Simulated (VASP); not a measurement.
Zr, 2 atoms in the cell. Symmetry: P6_3/mmc, No. 194, hexagonal system. Conventional cell: a = 3.210 Å, b = 3.210 Å, c = 5.112 Å, α = 90.00°, β = 90.00°, γ = 120.00°. Zr (site symmetry -6m2) has 12 Zr at 3.16 to 3.21 Å within 4.2 Å. 

```yaml
Program: VASP 6.6.1
Task: electric field gradients
Functional: PBE
Potentials_or_basis: VASP PAW PBE potentials, release 64 (Zr_sv)
Cutoff: 520 eV
k_mesh: 13 × 13 × 7
Occupations: fermi-dirac, width 0.08 eV
Spin: no spin polarisation
Dipole_correction: no
Further_INCAR_settings: ALGO = Normal; EDIFF = 1e-08; NBANDS = 19
```

Potentials or basis: VASP PAW PBE potentials, release 64 (Zr_sv).

Launch:

```sh
$ cat potpaw_PBE.64/Zr_sv/POTCAR > POTCAR
$ mpirun -np 1 vasp_std > vasp.out
```

Hardware: 1 thread of Intel Xeon 8259CL (shared host).

Task: Estimate the wall time of this run.

Result: It took 110 s on 1 thread of Intel Xeon 8259CL, on a shared host, peak memory 0.2 GiB. Counts: scf iterations 15, k points 84.
